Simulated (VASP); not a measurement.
A run of VASP 6.6.1 is set up as follows.

The input INCAR:

```
PREC = Accurate
ENCUT = 520
EDIFF = 1E-7
ISMEAR = 0
SIGMA = 0.03
LREAL = F
LASPH = T
NELM = 100
ALGO = Normal
ISIF = 2
LWAVE = F
LCHARG = F
NBANDS = 26
```

The input KPOINTS:

```
regular mesh
0
Gamma
  12 12 6
```

Contents of POSCAR:

```
SiGe
1.0
    3.7634436583      0.0000000000      0.0000000000
   -1.8817218292      3.2592378138      0.0000000000
    0.0000000000      0.0000000000      6.2194898057
Si Ge
2 2
Direct
    0.6666666667      0.3333333333      0.8745031008
    0.3333333333      0.6666666667      0.3745031008
    0.6666666667      0.3333333333      0.5239526465
    0.3333333333      0.6666666667      0.0239526465
```

Potentials or basis: VASP PAW LDA potentials, release 64 (Si, Ge_d).

Command:

```sh
$ cat potpaw_LDA.64/Si/POTCAR potpaw_LDA.64/Ge_d/POTCAR > POTCAR
$ mpirun -np 1 vasp_std > vasp.out
```

(1) Estimate the pressure.

(2) Estimate the band gap on the k mesh.

## Answers

(1) 9.4 GPa.

(2) zero (band 18 reaches 7.08 eV, above the bottom of band 19 at 6.75 eV).

Caveat: forces of over 1 eV/Å act on the atoms, so gaps and moduli don't describe the material at rest.
